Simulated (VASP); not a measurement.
# Ag (Im-3m) in VASP: notebook

The runs below take Ag through single point, relaxation of cell and atoms, with PBE-based screened hybrid, PBEsol-based screened hybrid, B3LYP.

All numbers are computed with VASP 6.6.1; they aren't measurements. Logs are shortened: lines on timing, memory, paths and dates and some standing lists are left out, and cuts for length are marked.

## Step 1: The cell of the first run

Symmetry: Im-3m, No. 229, cubic system. Conventional cell: a = 3.311 Å, b = 3.311 Å, c = 3.311 Å, α = 90.00°, β = 90.00°, γ = 90.00°. Within 3.8 Å of Ag (site symmetry m-3m) lie 14 Ag at 2.87 to 3.31 Å.

## Step 2: Single point, PBE-based screened hybrid

File POSCAR:

```
Ag
1.0
   -1.6556540000      1.6556540000      1.6556540000
    1.6556540000     -1.6556540000      1.6556540000
    1.6556540000      1.6556540000     -1.6556540000
Ag
1
Direct
    0.0000000000      0.0000000000      0.0000000000
```

File INCAR.step1:

```
PREC = Accurate ; ENCUT = 520
EDIFF = 1E-5 ; ISMEAR = -1
SIGMA = 0.05 ; LREAL = F
LASPH = T ; NELM = 60
ALGO = Normal ; ISIF = 2
LWAVE = T ; LCHARG = F
NBANDS = 12 ; GGA = PE
```

File INCAR.step2:

```
PREC = Accurate ; ENCUT = 520
EDIFF = 1E-6 ; ISMEAR = -1
SIGMA = 0.05 ; LREAL = F
LASPH = T ; NELM = 60
ALGO = Normal ; ISIF = 2
LWAVE = F ; LCHARG = F
GGA = PE ; LHFCALC = T
AEXX = 0.25 ; HFSCREEN = 0.3
PRECFOCK = Normal ; NBANDS = 12
ISTART = 1
```

File KPOINTS:

```
regular mesh
0
Gamma
  6 6 6
```

Potentials or basis: VASP PAW PBE potentials, release 64 (Ag).

On the command line:

```console
> cat potpaw_PBE.64/Ag/POTCAR > POTCAR
> cp INCAR.step1 INCAR
> mpirun -np 1 vasp_std > vasp.out
> cp INCAR.step2 INCAR
> mpirun -np 1 vasp_std > vasp.out
```

OUTCAR:

```text
PREC = Accurate
   ENCUT = 520
   EDIFF = 1E-6
   ISMEAR = -1
   LREAL = F
   LASPH = T
   NELM = 60
   ISIF = 2
   GGA = PE
   LHFCALC = T
   AEXX = 0.25
   HFSCREEN = 0.3
   PRECFOCK = Normal
   ISTART = 1

 ion  position               nearest neighbor table
   1  0.000  0.000  0.000-

  LATTYP: Found a body centered cubic cell.
 ALAT       =     3.3113080000

  Lattice vectors:

 A1 = (  -1.6556540000,   1.6556540000,   1.6556540000)
 A2 = (   1.6556540000,  -1.6556540000,   1.6556540000)
 A3 = (   1.6556540000,   1.6556540000,  -1.6556540000)

Analysis of symmetry for initial positions (statically):
=====================================================================
 Subroutine PRICEL returns:
 Original cell was already a primitive cell.

 Routine SETGRP: Setting up the symmetry group for a
 body centered cubic supercell.

 Subroutine GETGRP returns: Found 48 space group operations
[... 9 lines left out ...]

 Routine SETGRP: Setting up the symmetry group for a
 body centered cubic supercell.

 Subroutine GETGRP returns: Found 48 space group operations
[... 11 lines left out ...]
                                     Primitive cell

  volume of cell :      18.1538

  direct lattice vectors                    reciprocal lattice vectors
    -1.655654000  1.655654000  1.655654000     0.000000000  0.301995465  0.301995465
     1.655654000 -1.655654000  1.655654000     0.301995465  0.000000000  0.301995465
     1.655654000  1.655654000 -1.655654000     0.301995465  0.301995465  0.000000000

  length of vectors
     2.867676848  2.867676848  2.867676848     0.427086083  0.427086083  0.427086083

  position of ions in fractional coordinates (direct lattice)
     0.000000000  0.000000000  0.000000000

  ion indices of the primitive-cell ions
   primitive index   ion index
                 1           1

----------------------------------------------------------------------------------------

 KPOINTS: regular mesh

Automatic generation of k-mesh.
 Grid dimensions read from file:
 generate k-points for:    6    6    6

 Generating k-lattice:

  Cartesian coordinates                     Fractional coordinates (reciprocal lattice)
     0.000000000  0.050332578  0.050332578     0.166666667  0.000000000  0.000000000
[... 59 lines left out ...]
   TEBEG  =    0.0;   TEEND  =   0.0 temperature during run
   PSTRESS=    0.0 pullay stress
   NELECT =      11.0000    total number of electrons
   NUPDOWN=      -1.0000    fix difference up-down
   EMIN   =  10.00;   EMAX   =-10.00  energy-range for DOS
   EFERMI =   0.00;   METHOD = LEGACY
   ISMEAR =    -1;   SIGMA  =   0.05  broadening in eV -4-tet -1-fermi 0-gaus
   EFERMI_NEDOS =   21; number of points for ismear=-14 and -15
   IALGO  =     38    algorithm
   IMIX   =      1    mixing-type and parameters
     AMIX     =   0.40;   BMIX     =  1.00
     AMIX_MAG =   1.60;   BMIX_MAG =  1.00
  volume/ion in A,a.u.               =      18.15       122.51
  Fermi-wavevector in a.u.,A,eV,Ry     =   1.385318  2.617871 26.111022  1.919106
  Thomas-Fermi vector in A             =   2.509739
   LORBIT       =      0    0 simple, 1 ext, 2 COOP (PROOUT), +10 PAW based schemes
   GGA     = PE    functional components
   LHFCALC =     T    Hartree Fock is set to
   PRECFOCK=normal    Normal, Fast or Accurate (Low or Medium for compatibility)
   ENCUT4O =  -1.0   cutoff for four orbital integrals eV
   NKREDX  =     1    reduce k-point grid by
   NKREDY  =     1    reduce k-point grid by
   NKREDZ  =     1    reduce k-point grid by
   AEXX    =    0.2500 exact exchange contribution
   HFSCREEN=    0.3000 screening length (either q_TF or 0.3 A-1)
   HFSCREENC=   0.3000 screening length for correlation (either q_TF or 0.3 A-1)
   ENCUTFOCK=  -1.0 apply spherical cutoff to Coloumb kernel
   IVDW    =     0    specifies the selected vdW correction
   LEPSILON=     F    determine dielectric tensor
   LRPA    =     F    only Hartree local field effects (RPA)
 non-spin polarized calculation
  energy-cutoff  :      520.00
  volume of cell :       18.15
 maximum number of plane-waves:       500
 NGX is ok and might be reduce to    24
  NGX = 16; NGY = 16; NGZ = 16

 number of electron      11.0000001 magnetization

 Free energy of the ion-electron system (eV)
  ---------------------------------------------------
  ext. energy  EPLUGINS =         0.00000000
  ---------------------------------------------------
  free energy    TOTEN  =        -2.66018659 eV

  energy without entropy =       -2.64358637  energy(sigma->0) =       -2.65188648

 E-fermi :   7.6019     XC(G=0):  -9.8195

 val. band max:        7.5981329496   @ k =   0.5000   0.0000   0.0000
 cond. band min:       7.6279095021   @ k =   0.3333   0.1667   0.0000
 fundamental gap:      0.0297765525
 Fermi energy:         7.6018711775

 k-point     1 :       0.0000    0.0000    0.0000
  band No.  band energies     occupation
      1      -0.5078      2.00000
      2       1.5904      2.00000
      3       1.5904      2.00000
      4       1.5904      2.00000
      5       2.8306      2.00000
      6       2.8306      2.00000
      7      26.0396      0.00000
      8      26.0396      0.00000
      9      26.0396      0.00000
     10      31.9357      0.00000
     11      31.9357      0.00000
     12      31.9357      0.00000
[... 211 lines left out ...]
 k-point    16 :       0.5000    0.5000    0.5000
  band No.  band energies     occupation
      1       0.2345      2.00000
      2       0.2345      2.00000
      3       3.6342      2.00000
      4       3.6342      2.00000
      5       3.6342      2.00000
      6      14.8183      0.00000
      7      14.8184      0.00000
      8      14.8184      0.00000
      9      20.6456      0.00000
     10      21.1399      0.00000
     11      21.1399      0.00000
     12      35.1933      0.00000

------------------------ aborting loop because EDIFF is reached ----------------------------------------

  FORCE on cell =-STRESS in cart. coord.  units (eV):
  Direction    XX          YY          ZZ          XY          YZ          ZX
  --------------------------------------------------------------------------------------
  -------------------------------------------------------------------------------------
  Total       -0.0461422     -0.0461422     -0.0461422     -0.0000000     -0.0000000      0.0000000
  in kB       -4.0723069     -4.0723069     -4.0723069     -0.0000000     -0.0000000      0.0000000
  external PRESSURE =      -4.0723069 kB  Pullay stress =       0.0000000 kB

 VOLUME and BASIS-vectors are now :
 -----------------------------------------------------------------------------
  energy-cutoff  :      520.00
  volume of cell :       18.15
      direct lattice vectors                 reciprocal lattice vectors
    -1.655654000  1.655654000  1.655654000     0.000000000  0.301995465  0.301995465
     1.655654000 -1.655654000  1.655654000     0.301995465  0.000000000  0.301995465
     1.655654000  1.655654000 -1.655654000     0.301995465  0.301995465  0.000000000

 POSITION                                       TOTAL-FORCE (eV/Angst)
 -----------------------------------------------------------------------------------
      0.00000      0.00000      0.00000        -0.000000      0.000000      0.000000
 -----------------------------------------------------------------------------------
    total drift:                               -0.000000     -0.000005     -0.000008

  FREE ENERGIE OF THE ION-ELECTRON SYSTEM (eV)
  ---------------------------------------------------
  free  energy   TOTEN  =        -2.6601865892 eV

  energy  without entropy=       -2.6435863676  energy(sigma->0) =       -2.65188648
```

Run time: 5.3 min. Hardware: 1 thread of Intel Xeon Platinum 8375C at 2.90GHz (Ice Lake), shared host; peak memory 0.24 GiB.

Results:

| Item | Value |
| --- | --- |
| Free energy | -2.6602 eV |
| Pressure | -0.4 GPa |

Caveat: the k points lie up to 0.45 Å⁻¹ apart; the PAW data sets were made with another functional, which shifts forces and pressure a little.

## Step 3: Single point, PBE-based screened hybrid

This run uses another cell than the first one, of 18.03 Å³/atom, 0.993 times its volume.

File POSCAR:

```
Ag
1.0
   -1.6518359710      1.6518359710      1.6518359710
    1.6518359710     -1.6518359710      1.6518359710
    1.6518359710      1.6518359710     -1.6518359710
Ag
1
Direct
    0.0000000000      0.0000000000      0.0000000000
```

File INCAR.step1:

```
  PREC = Accurate
  ENCUT = 520
  EDIFF = 1E-5
  ISMEAR = -1
  SIGMA = 0.05
  LREAL = False
  LASPH = True
  NELM = 80
  ALGO = Normal
  ISIF = 2
  LWAVE = True
  NBANDS = 12
  GGA = PE
```

File INCAR.step2:

```
  PREC = Accurate
  ENCUT = 520
  EDIFF = 1E-7
  ISMEAR = -1
  SIGMA = 0.05
  LREAL = False
  LASPH = True
  NELM = 80
  ALGO = Normal
  ISIF = 2
  LWAVE = False
  LCHARG = True
  GGA = PE
  LHFCALC = True
  AEXX = 0.25
  HFSCREEN = 0.3
  PRECFOCK = Normal
  LELF = True
  LVHAR = True
  NBANDS = 12
  ISTART = 1
```

File KPOINTS:

```
Automatic mesh
0
Gamma
  6 6 6
```

Potentials or basis: VASP PAW PBE potentials, release 64 (Ag).

On the command line:

```console
> cat potpaw_PBE.64/Ag/POTCAR > POTCAR
> cp INCAR.step1 INCAR
> mpirun -np 1 vasp_std > vasp.out
> cp INCAR.step2 INCAR
> mpirun -np 1 vasp_std > vasp.out
```

OUTCAR:

```text
PREC = Accurate
   ENCUT = 520
   EDIFF = 1E-7
   ISMEAR = -1
   LREAL = False
   LASPH = True
   NELM = 80
   ISIF = 2
   GGA = PE
   LHFCALC = True
   AEXX = 0.25
   HFSCREEN = 0.3
   PRECFOCK = Normal
   ISTART = 1

 ion  position               nearest neighbor table
   1  0.000  0.000  0.000-

  LATTYP: Found a body centered cubic cell.
 ALAT       =     3.3036719420

  Lattice vectors:

 A1 = (  -1.6518359710,   1.6518359710,   1.6518359710)
 A2 = (   1.6518359710,  -1.6518359710,   1.6518359710)
 A3 = (   1.6518359710,   1.6518359710,  -1.6518359710)

Analysis of symmetry for initial positions (statically):
=====================================================================
 Subroutine PRICEL returns:
 Original cell was already a primitive cell.

 Routine SETGRP: Setting up the symmetry group for a
 body centered cubic supercell.

 Subroutine GETGRP returns: Found 48 space group operations
[... 9 lines left out ...]

 Routine SETGRP: Setting up the symmetry group for a
 body centered cubic supercell.

 Subroutine GETGRP returns: Found 48 space group operations
[... 11 lines left out ...]
                                     Primitive cell

  volume of cell :      18.0285

  direct lattice vectors                    reciprocal lattice vectors
    -1.651835971  1.651835971  1.651835971     0.000000000  0.302693493  0.302693493
     1.651835971 -1.651835971  1.651835971     0.302693493  0.000000000  0.302693493
     1.651835971  1.651835971 -1.651835971     0.302693493  0.302693493  0.000000000

  length of vectors
     2.861063828  2.861063828  2.861063828     0.428073243  0.428073243  0.428073243

  position of ions in fractional coordinates (direct lattice)
     0.000000000  0.000000000  0.000000000

[... 91 lines left out ...]
   GGA     = PE    functional components
   LHFCALC =     T    Hartree Fock is set to
   PRECFOCK=normal    Normal, Fast or Accurate (Low or Medium for compatibility)
   ENCUT4O =  -1.0   cutoff for four orbital integrals eV
   NKREDX  =     1    reduce k-point grid by
   NKREDY  =     1    reduce k-point grid by
   NKREDZ  =     1    reduce k-point grid by
   AEXX    =    0.2500 exact exchange contribution
   HFSCREEN=    0.3000 screening length (either q_TF or 0.3 A-1)
   HFSCREENC=   0.3000 screening length for correlation (either q_TF or 0.3 A-1)
   ENCUTFOCK=  -1.0 apply spherical cutoff to Coloumb kernel
   IVDW    =     0    specifies the selected vdW correction
   LEPSILON=     F    determine dielectric tensor
   LRPA    =     F    only Hartree local field effects (RPA)
 non-spin polarized calculation
  energy-cutoff  :      520.00
  volume of cell :       18.03
 maximum number of plane-waves:       498
 NGX is ok and might be reduce to    24
  NGX = 16; NGY = 16; NGZ = 16

 number of electron      11.0000003 magnetization

 Free energy of the ion-electron system (eV)
  ---------------------------------------------------
  ext. energy  EPLUGINS =         0.00000000
  ---------------------------------------------------
  free energy    TOTEN  =        -2.66020465 eV

  energy without entropy =       -2.64378073  energy(sigma->0) =       -2.65199269

 E-fermi :   7.6880     XC(G=0):  -9.8514

 val. band max:        7.6677492084   @ k =   0.5000   0.0000   0.0000
 cond. band min:       7.7162478437   @ k =   0.3333   0.1667  -0.0000
 fundamental gap:      0.0484986353
 Fermi energy:         7.6880232881

 k-point     1 :       0.0000    0.0000    0.0000
  band No.  band energies     occupation
      1      -0.4727      2.00000
      2       1.6523      2.00000
      3       1.6523      2.00000
      4       1.6523      2.00000
      5       2.9067      2.00000
      6       2.9067      2.00000
      7      26.1598      0.00000
      8      26.1598      0.00000
      9      26.1598      0.00000
     10      32.1591      0.00000
     11      32.1591      0.00000
     12      32.1591      0.00000
[... 211 lines left out ...]
 k-point    16 :       0.5000    0.5000    0.5000
  band No.  band energies     occupation
      1       0.2781      2.00000
      2       0.2781      2.00000
      3       3.7204      2.00000
      4       3.7204      2.00000
      5       3.7204      2.00000
      6      14.9288      0.00000
      7      14.9288      0.00000
      8      14.9288      0.00000
      9      20.8339      0.00000
     10      21.2932      0.00000
     11      21.2932      0.00000
     12      35.3465      0.00000

------------------------ aborting loop because EDIFF is reached ----------------------------------------

  FORCE on cell =-STRESS in cart. coord.  units (eV):
  Direction    XX          YY          ZZ          XY          YZ          ZX
  --------------------------------------------------------------------------------------
  -------------------------------------------------------------------------------------
  Total        0.0120980      0.0120980      0.0120980     -0.0000000      0.0000000      0.0000000
  in kB        1.0751318      1.0751318      1.0751318     -0.0000000      0.0000000      0.0000000
  external PRESSURE =       1.0751318 kB  Pullay stress =       0.0000000 kB

 VOLUME and BASIS-vectors are now :
 -----------------------------------------------------------------------------
  energy-cutoff  :      520.00
  volume of cell :       18.03
      direct lattice vectors                 reciprocal lattice vectors
    -1.651835971  1.651835971  1.651835971     0.000000000  0.302693493  0.302693493
     1.651835971 -1.651835971  1.651835971     0.302693493  0.000000000  0.302693493
     1.651835971  1.651835971 -1.651835971     0.302693493  0.302693493  0.000000000

 POSITION                                       TOTAL-FORCE (eV/Angst)
 -----------------------------------------------------------------------------------
      0.00000      0.00000      0.00000         0.000000      0.000000      0.000000
 -----------------------------------------------------------------------------------
    total drift:                               -0.000000      0.000006      0.000014

  FREE ENERGIE OF THE ION-ELECTRON SYSTEM (eV)
  ---------------------------------------------------
  free  energy   TOTEN  =        -2.6602046475 eV

  energy  without entropy=       -2.6437807332  energy(sigma->0) =       -2.65199269
```

OUTCAR.step1:

```text
PREC = Accurate
   ENCUT = 520
   EDIFF = 1E-5
   ISMEAR = -1
   LREAL = False
[... 445 lines left out ...]

 POSITION                                       TOTAL-FORCE (eV/Angst)
 -----------------------------------------------------------------------------------
      0.00000      0.00000      0.00000         0.000000      0.000000      0.000000
 -----------------------------------------------------------------------------------
    total drift:                               -0.000000      0.000000      0.000000

  FREE ENERGIE OF THE ION-ELECTRON SYSTEM (eV)
  ---------------------------------------------------
  free  energy   TOTEN  =        -2.5998753931 eV

  energy  without entropy=       -2.5847915214  energy(sigma->0) =       -2.59233346
```

OSZICAR.step1:

```text
N       E                     dE             d eps       ncg     rms          rms(c)
DAV:   1     0.520473551174E+02    0.52047E+02   -0.55332E+03   392   0.831E+02
DAV:   2    -0.210818398040E+01   -0.54156E+02   -0.51184E+02   444   0.193E+02
DAV:   3    -0.284348404930E+01   -0.73530E+00   -0.73500E+00   456   0.245E+01
DAV:   4    -0.284595674866E+01   -0.24727E-02   -0.24725E-02   440   0.141E+00
DAV:   5    -0.284597826253E+01   -0.21514E-04   -0.21514E-04   444   0.127E-01    0.460E+00
DAV:   6    -0.260858201268E+01    0.23740E+00   -0.97897E-01   416   0.869E+00    0.307E+00
DAV:   7    -0.260235391754E+01    0.62281E-02   -0.68458E-03   428   0.791E-01    0.177E+00
DAV:   8    -0.259986830519E+01    0.24856E-02   -0.72867E-04   416   0.217E-01    0.815E-02
DAV:   9    -0.259987539305E+01   -0.70879E-05   -0.70301E-06   340   0.201E-02
   1 F= -.25998754E+01 E0= -.25923335E+01  d E =-.150839E-01
```

It took 6.7 min on 1 thread of Intel Xeon Platinum 8375C at 2.90GHz (Ice Lake), shared host; peak memory 0.24 GiB.

What came out:

* Free energy: -2.6602 eV
* Pressure: 0.1 GPa

Levels at points of the mesh, in eV from the Fermi level:
```tsv
k point	band 3	band 4	band 5	band 6	band 7	band 8
(0.00, 0.00, 0.00)	-6.04	-6.04	-4.78	-4.78	18.47	18.47
(0.50, 0.00, 0.00)	-4.81	-4.65	-3.73	-0.02	4.17	13.77
(0.50, 0.50, 0.50)	-3.97	-3.97	-3.97	7.24	7.24	7.24
```

Caveat: the k points lie up to 0.45 Å⁻¹ apart; the PAW data sets were made with another functional, which shifts forces and pressure a little.

## Step 4: Single point, PBEsol-based screened hybrid

File POSCAR:

```
Ag
1.0
   -1.6556540000      1.6556540000      1.6556540000
    1.6556540000     -1.6556540000      1.6556540000
    1.6556540000      1.6556540000     -1.6556540000
Ag
1
Direct
    0.0000000000      0.0000000000      0.0000000000
```

File INCAR.step1:

```
SYSTEM = Ag
  ALGO = Normal
  EDIFF = 1E-5
  ENCUT = 520
  GGA = PE
  ISIF = 2
  ISMEAR = -1
  LASPH = .TRUE.
  LREAL = .FALSE.
  LWAVE = .TRUE.
  NBANDS = 12
  NELM = 60
  PREC = Accurate
  SIGMA = 0.05
```

File INCAR.step2:

```
SYSTEM = Ag
  AEXX = 0.25
  ALGO = Normal
  EDIFF = 1E-6
  ENCUT = 520
  GGA = PS
  HFSCREEN = 0.207
  ISIF = 2
  ISMEAR = -1
  ISTART = 1
  LASPH = .TRUE.
  LCHARG = .TRUE.
  LELF = .TRUE.
  LHFCALC = .TRUE.
  LREAL = .FALSE.
  LVHAR = .TRUE.
  LWAVE = .FALSE.
  NBANDS = 12
  NELM = 60
  PREC = Accurate
  PRECFOCK = Normal
  SIGMA = 0.05
```

File KPOINTS:

```
k-points
0
G
  6 6 6
  0 0 0
```

On the command line:

```console
> cat potpaw_PBE.64/Ag/POTCAR > POTCAR
> cp INCAR.step1 INCAR
> mpirun -np 1 vasp_std > vasp.out
> cp INCAR.step2 INCAR
> mpirun -np 1 vasp_std > vasp.out
```

Run time: 5.4 min. Hardware: 1 thread of Intel Xeon Platinum 8375C at 2.90GHz (Ice Lake), shared host; peak memory 0.24 GiB.

The run converged. Its results:

| Item | Value |
| --- | --- |
| Free energy | -3.1173 eV |
| Pressure | -5.2 GPa |

Levels at points of the mesh, in eV from the Fermi level:
```
           k point  band 3  band 4  band 5  band 6  band 7  band 8
(0.00, 0.00, 0.00)   -6.13   -6.13   -4.87   -4.87   18.58   18.58
(0.50, 0.00, 0.00)   -4.90   -4.73   -3.81   -0.03    4.24   13.87
(0.50, 0.50, 0.50)   -4.05   -4.05   -4.05    7.32    7.32    7.32
```

Caveat: the k points lie up to 0.45 Å⁻¹ apart; the PAW data sets were made with another functional, which shifts forces and pressure a little.

(Part 1 of 2 ends here.)
